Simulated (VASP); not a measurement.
MoS2, 9 atoms in the cell. It takes space group C2/m (No. 12, monoclinic). The conventional cell has a = 5.334 Å, b = 3.080 Å, c = 17.424 Å, α = 90.00°, β = 93.51°, γ = 90.00°. Mo (site symmetry m) has 6 S at 2.40 Å and 6 Mo at 3.08 Å within 3.2 Å. Mo (site symmetry 2/m) has 6 S at 2.40 Å and 6 Mo at 3.08 Å within 3.2 Å. Within 3.2 Å of S (site symmetry m) lie 3 Mo at 2.40 Å and 8 S at 3.01 to 3.08 Å. Within 3.2 Å of S (site symmetry m) lie 3 Mo at 2.40 Å and 9 S at 3.08 to 3.13 Å. Within 3.2 Å of S (site symmetry m) lie 3 Mo at 2.40 Å and 9 S at 3.08 to 3.13 Å. 

| Property | Result |
| --- | --- |
| Program | VASP 6.6.1 |
| Task | single point |
| Functional | PBEsol |
| Dispersion | D3(BJ) |
| Potentials or basis | VASP PAW PBE potentials, release 64 (Mo_sv, S) |
| Cutoff | 520 eV |
| k mesh | 14 × 14 × 3 |
| Occupations | gaussian, width 0.15 eV |
| Spin | no spin polarisation |
| Dipole correction | no |
| Further INCAR settings | ALGO = Fast; EDIFF = 1e-06; NBANDS = 49 |

Potentials or basis: VASP PAW PBE potentials, release 64 (Mo_sv, S).

Run with:

```sh
$ cat potpaw_PBE.64/Mo_sv/POTCAR potpaw_PBE.64/S/POTCAR > POTCAR
$ mpirun -np 1 vasp_std > vasp.out
```

Hardware: 1 thread of Oxide Virtual Turin-like Processor, on a shared host.

Problem. How long does it take, and how much memory?

Solution. Wall time 40 min on 1 thread of Oxide Virtual Turin-like Processor, on a shared host, peak memory 0.83 GiB. Counts: scf iterations 17, k points 162.
